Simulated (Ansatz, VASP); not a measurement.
# One calculation of Sr2NbN2O2, two programs

```
Nb Sr O N
1.0
    -2.04498    2.04498    6.54659
     2.04498   -2.04498    6.54659
     2.04498    2.04498   -6.54659
Nb Sr O N
1 2 2 2
Direct
  0.00000 0.00000 0.00000
  0.64832 0.64832 0.00000
  0.35168 0.35168 0.00000
  0.83764 0.83764 0.00000
  0.16237 0.16237 0.00000
  0.00000 0.50000 0.50000
  0.50000 0.00000 0.50000
```

Alike in both runs: task single point; functional PBE; k mesh 9 × 9 × 9; occupations fermi-dirac, width 0.05 eV; no spin polarisation.

|  | VASP | Ansatz |
| --- | --- | --- |
| version | VASP 6.6.1 | Ansatz 0.2.0 |
| potentials or method | VASP PAW PBE potentials, release 64 (Nb_sv, Sr_sv, O, N) | Ansatz PAW |
| plane-wave cutoff (eV) | 520 | 420 |
| valence electrons in the cell | 55 | 55 |

```csv
,VASP,Ansatz,Ansatz less VASP
gap on the k mesh at the Fermi level (eV),none,none,-
pressure (GPa),-3.9,-4.1,-0.13
"traceless stress, the component that is largest in VASP (GPa)",-0.36,-0.55,-0.197
rms of the force components (eV/Å),0.131,0.122,-0.0093
```

Atom by atom the forces differ by 0.010 eV/Å (rms over components). A gap of «none» marks a metal or a gap that the smearing closes. The functional is the same, so the differences come from potentials, cutoffs and numerics.
